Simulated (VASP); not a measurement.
Wanted: the native input for a VASP 6.6.1 run.

```yaml
Task: single point
Functional: PBE
Potentials_or_basis: VASP PAW PBE potentials, release 64 (Rh_pv)
Cutoff: 520 eV
k_mesh: 21 × 21 × 21
Occupations: fermi-dirac, width 0.05 eV
Spin: no spin polarisation
Dipole_correction: no
Further_INCAR_settings: ALGO = Normal; EDIFF = 1e-07; NBANDS = 14
```

The structure of Rh lies in POSCAR:

```
Rh
1.0
   -1.2718800788      1.2718800788      1.2718800788
    1.2718800788     -1.2718800788      1.2718800788
    1.2718800788      1.2718800788     -1.2718800788
Rh
1
Direct
    0.0000000000      0.0000000000      0.0000000000
```

These files were run (other wordings do the same):

INCAR

```
SYSTEM = Rh
PREC = Accurate
ENCUT = 520
EDIFF = 1E-7
ISMEAR = -1
SIGMA = 0.05
LREAL = .FALSE.
LASPH = .TRUE.
NELM = 80
ALGO = Normal
ISIF = 2
LWAVE = .FALSE.
LCHARG = .FALSE.
GGA = PE
NBANDS = 14
```

KPOINTS

```
Automatic mesh
0
G
  21 21 21
  0 0 0
```

Potentials or basis: VASP PAW PBE potentials, release 64 (Rh_pv).

Launch:

```bash
$ cat potpaw_PBE.64/Rh_pv/POTCAR > POTCAR
$ mpirun -np 1 vasp_std > vasp.out
```

Results of the run:

```yaml
Pressure: 526.6 GPa
```

Wall time 19 s on 1 thread of AMD EPYC 9R14 (Zen 4), with other jobs on the host, peak memory 0.11 GiB.
